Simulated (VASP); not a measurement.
## BrH: single point with PBE+D3(BJ)

The system is BrH, in a box.

```
CELL_PARAMETERS angstrom
11.70158 0.00000 0.00000
0.00000 12.20158 0.00000
0.00000 0.00000 12.70158
ATOMIC_POSITIONS crystal
Br 0.53322 0.52068 0.45172
H 0.47704 0.49309 0.54829
```

```json
{
 "Program": "VASP 6.6.1",
 "Task": "single point",
 "Functional": "PBE",
 "Dispersion": "D3(BJ)",
 "Potentials or basis": "VASP PAW PBE potentials, release 64 (Br, H)",
 "Cutoff": "400 eV",
 "k mesh": "1 × 1 × 1",
 "Occupations": "gaussian, width 0.005 eV",
 "Spin": "no spin polarisation"
}
```

```json
{
 "Largest force": "0.018 eV/Å",
 "Gap between the frontier levels": "5.90 eV",
 "Dispersion energy per atom": "-0.005 eV"
}
```

Forces on the atoms (eV/Å):
```
Br   0.009  0.004 -0.015
H   -0.009 -0.004  0.015
```

Levels at points of the mesh, in eV from the valence-band top:
| k point | band 2 | band 3 | band 4 | band 5 | band 6 | band 7 |
| --- | --- | --- | --- | --- | --- | --- |
| (0.00, 0.00, 0.00) | -3.66 | 0.00 | 0.00 | 5.90 | 7.24 | 7.94 |

It took 3.2 min on 1 thread of Intel Xeon 8259CL (shared host), peak memory 0.92 GiB.
